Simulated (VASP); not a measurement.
# RbCl in VASP: notebook, part 2 of 2

VASP 6.6.1. Earlier steps stand in the parts before.

**4. Single point, LDA**

This run uses another cell than the first one, of 32.42 Å³/atom, 1.015 times its volume.

File INCAR:

```
SYSTEM = RbCl
PREC = Accurate
ENCUT = 500
EDIFF = 1E-6
ISMEAR = 0
SIGMA = 0.01
LREAL = .False.
LASPH = .True.
NELM = 120
ALGO = Normal
ISIF = 2
LWAVE = .False.
LCHARG = .False.
NBANDS = 15
GGA_COMPAT = .False.
```

File KPOINTS:

```
regular mesh
0
Gamma
  6 6 6
  0 0 0
```

File POSCAR:

```
RbCl
1.0
    0.0000000000      3.1885419031      3.1885419031
    3.1885419031      0.0000000000      3.1885419031
    3.1885419031      3.1885419031      0.0000000000
Rb Cl
1 1
Direct
    0.0000000000      0.0000000000      0.0000000000
    0.5000000000      0.5000000000      0.5000000000
```

Potentials or basis: VASP PAW LDA potentials, release 64 (Rb_sv, Cl).

Launch:

```sh
$ cat potpaw_LDA.64/Rb_sv/POTCAR potpaw_LDA.64/Cl/POTCAR > POTCAR
$ mpirun -np 1 vasp_std > vasp.out
```

OUTCAR:

```text
SYSTEM = RbCl
   PREC = Accurate
   ENCUT = 500
   EDIFF = 1E-6
   ISMEAR = 0
   LREAL = .False.
   LASPH = .True.
   NELM = 120
   ISIF = 2

 ion  position               nearest neighbor table
   1  0.000  0.000  0.000-   2 3.19   2 3.19   2 3.19   2 3.19   2 3.19   2 3.19
   2  0.500  0.500  0.500-   1 3.19   1 3.19   1 3.19   1 3.19   1 3.19   1 3.19

  LATTYP: Found a face centered cubic cell.
 ALAT       =     6.3770838062

  Lattice vectors:

 A1 = (   0.0000000000,   3.1885419031,   3.1885419031)
 A2 = (   3.1885419031,   0.0000000000,   3.1885419031)
 A3 = (   3.1885419031,   3.1885419031,   0.0000000000)

Analysis of symmetry for initial positions (statically):
=====================================================================
 Subroutine PRICEL returns:
 Original cell was already a primitive cell.

 Routine SETGRP: Setting up the symmetry group for a
 face centered cubic supercell.

 Subroutine GETGRP returns: Found 48 space group operations
 (whereof 48 operations were pure point group operations)
 out of a pool of 48 trial point group operations.

The static configuration has the point symmetry O_h .

Analysis of symmetry for dynamics (positions and initial velocities):
=====================================================================
 Subroutine PRICEL returns:
 Original cell was already a primitive cell.

 Routine SETGRP: Setting up the symmetry group for a
 face centered cubic supercell.

 Subroutine GETGRP returns: Found 48 space group operations
 (whereof 48 operations were pure point group operations)
 out of a pool of 48 trial point group operations.

The dynamic configuration has the point symmetry O_h .

 Subroutine INISYM returns: Found 48 space group operations
 (whereof 48 operations are pure point group operations),
 and found     1 'primitive' translations

----------------------------------------------------------------------------------------

                                     Primitive cell

  volume of cell :      64.8345

  direct lattice vectors                    reciprocal lattice vectors
     0.000000000  3.188541903  3.188541903    -0.156811488  0.156811488  0.156811488
     3.188541903  0.000000000  3.188541903     0.156811488 -0.156811488  0.156811488
     3.188541903  3.188541903  0.000000000     0.156811488  0.156811488 -0.156811488

  length of vectors
     4.509279204  4.509279204  4.509279204     0.271605464  0.271605464  0.271605464

  position of ions in fractional coordinates (direct lattice)
     0.000000000  0.000000000  0.000000000
     0.500000000  0.500000000  0.500000000

  ion indices of the primitive-cell ions
   primitive index   ion index
                 1           1
                 2           2

----------------------------------------------------------------------------------------

 KPOINTS: regular mesh

Automatic generation of k-mesh.
 Grid dimensions read from file:
 generate k-points for:    6    6    6

 Generating k-lattice:

  Cartesian coordinates                     Fractional coordinates (reciprocal lattice)
    -0.026135248  0.026135248  0.026135248     0.166666667  0.000000000  0.000000000
     0.026135248 -0.026135248  0.026135248     0.000000000  0.166666667  0.000000000
     0.026135248  0.026135248 -0.026135248     0.000000000  0.000000000  0.166666667

  Length of vectors
     0.045267577  0.045267577  0.045267577

  Shift w.r.t. Gamma in fractional coordinates (k-lattice)
[... 29 lines left out ...]
   dimension x,y,z NGXF=    72 NGYF=   72 NGZF=   72
   ions per type =               1   1
   NGX,Y,Z   is equivalent  to a cutoff of  13.27, 13.27, 13.27 a.u.
   NGXF,Y,Z  is equivalent  to a cutoff of  26.54, 26.54, 26.54 a.u.
 SYSTEM =  RbCl
   PREC   = accura    normal or accurate (medium, high low for compatibility)
   ISTART =      0    job   : 0-new  1-cont  2-samecut
   ICHARG =      2    charge: 1-file 2-atom 10-const
   ISPIN  =      1    spin polarized calculation?
   LNONCOLLINEAR =      F non collinear calculations
   LSORBIT =      F    spin-orbit coupling
   LASPH  =      T    aspherical Exc in radial PAW
   ENCUT  =  500.0 eV  36.75 Ry    6.06 a.u.   8.22  8.22  8.22*2*pi/ulx,y,z
   NELM   =    120;   NELMIN=  2; NELMDL= -5     # of ELM steps
   EDIFF  = 0.1E-05   stopping-criterion for ELM
   LREAL  =      F    real-space projection
   EDIFFG = 0.1E-04   stopping-criterion for IOM
   NSW    =      0    number of steps for IOM
   IBRION =     -1    ionic relax: 0-MD 1-quasi-New 2-CG
   NFREE  =      0    steps in history (QN), initial steepest desc. (CG)
   ISIF   =      2    stress and relaxation
   ISYM   =      2    0-nonsym 1-usesym 2-fastsym
   POTIM  = 0.5000    time-step for ionic-motion
   TEBEG  =    0.0;   TEEND  =   0.0 temperature during run
   PSTRESS=    0.0 pullay stress
   NELECT =      16.0000    total number of electrons
   NUPDOWN=      -1.0000    fix difference up-down
   EMIN   =  10.00;   EMAX   =-10.00  energy-range for DOS
   EFERMI =   0.00;   METHOD = LEGACY
   ISMEAR =     0;   SIGMA  =   0.01  broadening in eV -4-tet -1-fermi 0-gaus
   EFERMI_NEDOS =   21; number of points for ismear=-14 and -15
   IALGO  =     38    algorithm
   IMIX   =      4    mixing-type and parameters
     AMIX     =   0.40;   BMIX     =  1.00
     AMIX_MAG =   1.60;   BMIX_MAG =  1.00
  volume/ion in A,a.u.               =      32.42       218.76
  Fermi-wavevector in a.u.,A,eV,Ry     =   1.026863  1.940491 14.346644  1.054449
  Thomas-Fermi vector in A             =   2.160778
   LORBIT       =      0    0 simple, 1 ext, 2 COOP (PROOUT), +10 PAW based schemes
   GGA     = CA    functional components
   LHFCALC =     F    Hartree Fock is set to
   AEXX    =    0.0000 exact exchange contribution
   IVDW    =     0    specifies the selected vdW correction
   LEPSILON=     F    determine dielectric tensor
   LRPA    =     F    only Hartree local field effects (RPA)
 non-spin polarized calculation
 Gauss-broadening in eV      SIGMA  =   0.01
  energy-cutoff  :      500.00
  volume of cell :       64.83
 maximum number of plane-waves:      1676
 NGX is ok and might be reduce to    36
   NGX = 17   NGY = 17   NGZ = 17

 number of electron      15.9999998 magnetization

 Free energy of the ion-electron system (eV)
  ---------------------------------------------------
  ext. energy  EPLUGINS =         0.00000000
  ---------------------------------------------------
  free energy    TOTEN  =        -7.26741702 eV

  energy without entropy =       -7.26741702  energy(sigma->0) =       -7.26741702

 E-fermi :  -1.6946     XC(G=0):  -8.2921

 val. band max:       -1.7581495721   @ k =   0.0000   0.0000   0.0000
 cond. band min:       3.0977347369   @ k =   0.0000   0.0000   0.0000
 fundamental gap:      4.8558843090
 Fermi energy:        -1.6946039553

 k-point     1 :       0.0000    0.0000    0.0000
  band No.  band energies     occupation
      1     -25.3396      2.00000
      2     -13.7551      2.00000
      3      -9.4531      2.00000
      4      -9.4531      2.00000
      5      -9.4531      2.00000
      6      -1.7581      2.00000
      7      -1.7581      2.00000
      8      -1.7581      2.00000
      9       3.0977      0.00000
     10       5.9885      0.00000
     11       5.9885      0.00000
     12       5.9885      0.00000
     13       7.1046      0.00000
     14       7.1046      0.00000
[... 257 lines left out ...]
      2     -13.7339      2.00000
      3      -9.7906      2.00000
      4      -9.6693      2.00000
      5      -9.4725      2.00000
      6      -2.2147      2.00000
      7      -2.0474      2.00000
      8      -1.9403      2.00000
      9       4.7972      0.00000
     10       6.7038      0.00000
     11       7.1914      0.00000
     12       8.2668      0.00000
     13       9.2956      0.00000
     14      10.3121      0.00000
     15      10.8223      0.00000

------------------------ aborting loop because EDIFF is reached ----------------------------------------

  FORCE on cell =-STRESS in cart. coord.  units (eV):
  Direction    XX          YY          ZZ          XY          YZ          ZX
  --------------------------------------------------------------------------------------
  -------------------------------------------------------------------------------------
  Total        0.0176035      0.0176035      0.0176035      0.0000000     -0.0000000      0.0000000
  in kB        0.4350132      0.4350132      0.4350132      0.0000000     -0.0000000      0.0000000
  external PRESSURE =       0.4350132 kB  Pullay stress =       0.0000000 kB

 VOLUME and BASIS-vectors are now :
 -----------------------------------------------------------------------------
  energy-cutoff  :      500.00
  volume of cell :       64.83
      direct lattice vectors                 reciprocal lattice vectors
     0.000000000  3.188541903  3.188541903    -0.156811488  0.156811488  0.156811488
     3.188541903  0.000000000  3.188541903     0.156811488 -0.156811488  0.156811488
     3.188541903  3.188541903  0.000000000     0.156811488  0.156811488 -0.156811488

 POSITION                                       TOTAL-FORCE (eV/Angst)
 -----------------------------------------------------------------------------------
      0.00000      0.00000      0.00000         0.000000     -0.000000     -0.000000
      3.18854      3.18854      3.18854        -0.000000      0.000000      0.000000
 -----------------------------------------------------------------------------------
    total drift:                                0.000000      0.000000      0.000000

  FREE ENERGIE OF THE ION-ELECTRON SYSTEM (eV)
  ---------------------------------------------------
  free  energy   TOTEN  =        -7.2674170234 eV

  energy  without entropy=       -7.2674170234  energy(sigma->0) =       -7.26741702
```

It took 28 s on 1 thread of Intel Xeon Platinum 8375C at 2.90GHz (Ice Lake), shared host; peak memory 0.16 GiB.

Results:

| Quantity | Value |
| --- | --- |
| Free energy | -7.2674 eV |
| Pressure | 0.0 GPa |
| Band gap on the k mesh | 4.86 eV, direct |

**5. Single point, LDA**

This run uses another cell than the first one, of 32.91 Å³/atom, 1.030 times its volume.

File INCAR:

```
PREC = Accurate
ENCUT = 500
EDIFF = 1E-6
ISMEAR = 0
SIGMA = 0.01
LREAL = False
LASPH = True
NELM = 120
ALGO = Normal
ISIF = 2
LWAVE = False
LCHARG = False
GGA = CA
NBANDS = 15
GGA_COMPAT = False
```

File KPOINTS:

```
regular mesh
0
Gamma
  6 6 6
```

File POSCAR:

```
RbCl
1.0
    0.0000000000      3.2044846126      3.2044846126
    3.2044846126      0.0000000000      3.2044846126
    3.2044846126      3.2044846126      0.0000000000
Rb Cl
1 1
Direct
    0.0000000000      0.0000000000      0.0000000000
    0.5000000000      0.5000000000      0.5000000000
```

Launch:

```sh
$ cat potpaw_LDA.64/Rb_sv/POTCAR potpaw_LDA.64/Cl/POTCAR > POTCAR
$ mpirun -np 1 vasp_std > vasp.out
```

It took 25 s on 1 thread of Intel Xeon Platinum 8375C at 2.90GHz (Ice Lake), shared host; peak memory 0.17 GiB.

Results (log left out):

```yaml
Free_energy: -7.2669 eV
Pressure: -0.3 GPa
Band_gap_on_the_k_mesh: 4.81 eV, direct
```

Levels at points of the mesh, in eV from the valence-band top:
| k point | band 5 | band 6 | band 7 | band 8 | band 9 | band 10 | band 11 | band 12 |
| --- | --- | --- | --- | --- | --- | --- | --- | --- |
| (0.00, 0.00, 0.00) | -7.72 | 0.00 | 0.00 | 0.00 | 4.81 | 7.74 | 7.74 | 7.74 |
| (0.50, 0.00, 0.00) | -7.67 | -1.07 | -0.44 | -0.44 | 7.60 | 7.91 | 10.19 | 10.19 |
| (0.50, 0.50, 0.00) | -7.87 | -0.32 | -0.10 | -0.10 | 5.77 | 8.08 | 9.72 | 10.08 |

**6. Single point, LDA (z stretched by -0.5 %, x and y held)**

File INCAR:

```
SYSTEM = RbCl
PREC     = Accurate       ! precision mode
ENCUT    = 500            ! plane-wave cutoff, eV
EDIFF    = 1E-6           ! SCF threshold, eV
ISMEAR   = 0              ! smearing method
SIGMA    = 0.01           ! smearing width, eV
LREAL    = .False.        ! projectors in reciprocal space
LASPH    = .True.         ! aspherical terms in the spheres
NELM     = 120            ! most SCF steps
ALGO     = Normal         ! electronic algorithm
ISIF     = 2              ! what is computed and relaxed
LWAVE    = .False.        ! write WAVECAR
LCHARG   = .True.         ! write CHGCAR
LELF     = .True.         ! ELF
LVHAR    = .True.       
NBANDS   = 15             ! bands
GGA_COMPAT= .False.
```

File KPOINTS:

```
regular mesh
0
Gamma
  6 6 6
  0 0 0
```

File POSCAR:

```
RbCl
1.0
    0.0000000000      3.1885419031      3.1725991936
    3.1885419031      0.0000000000      3.1725991936
    3.1885419031      3.1885419031      0.0000000000
Rb Cl
1 1
Direct
    0.0000000000      0.0000000000      0.0000000000
    0.5000000000      0.5000000000      0.5000000000
```

Potentials or basis: VASP PAW LDA potentials, release 64 (Rb_sv, Cl).

Launch:

```sh
$ cat potpaw_LDA.64/Rb_sv/POTCAR potpaw_LDA.64/Cl/POTCAR > POTCAR
$ mpirun -np 1 vasp_std > vasp.out
```

Wall time 51 s (1 thread of Intel Xeon Platinum 8375C at 2.90GHz (Ice Lake), shared host); peak memory 0.17 GiB.

The run converged. Its results:

| Quantity | Value |
| --- | --- |
| Free energy | -7.2670 eV |
| Pressure | 0.2 GPa |
| Band gap on the k mesh | 4.87 eV, direct |

Stress tensor (GPa, compression positive):
```
0.07 0.00 0.00
0.00 0.07 0.00
0.00 0.00 0.33
```

Levels at points of the mesh, in eV from the valence-band top:
```csv
k point,band 4,band 5,band 6,band 7,band 8,band 9,band 10,band 11,band 12,band 13
"(0.00, 0.00, 0.00)",-7.69,-7.69,-0.01,-0.01,0.00,4.87,7.73,7.73,7.76,8.84
"(0.50, 0.00, 0.00)",-7.71,-7.63,-1.11,-0.47,-0.47,7.66,7.97,10.25,10.26,11.40
"(0.50, 0.50, 0.00)",-7.85,-7.85,-0.31,-0.10,-0.10,5.73,8.17,9.84,10.12,10.64
"(0.50, 0.00, 0.50)",-7.85,-7.84,-0.33,-0.10,-0.09,5.74,8.16,9.82,10.11,10.63
```

Caveat: the cell differs from its parent crystal (z stretched by -0.5 %, x and y held).

**7. Overview**

```tsv
cell	gap on the mesh (eV)	pressure (GPa)
a = 4.487 Å, angles 60.0°, 2 atoms	4.91	0.4
a = 4.509 Å, angles 60.0°, 2 atoms	4.86	0.0
a = 4.532 Å, angles 60.0°, 2 atoms	4.81	-0.3
a = 4.498, b = 4.498, c = 4.509 Å, angles 59.9, 59.9, 60.2°, 2 atoms	4.87	0.2
```

Alike in all rows: task single point; level LDA; potentials or basis VASP PAW LDA potentials, release 64 (Rb_sv, Cl); no spin polarisation; k mesh 6 × 6 × 6; cutoff (eV) 500; smearing gaussian 0.01 eV.

Absolute energies hang on the potentials; compare differences alone.
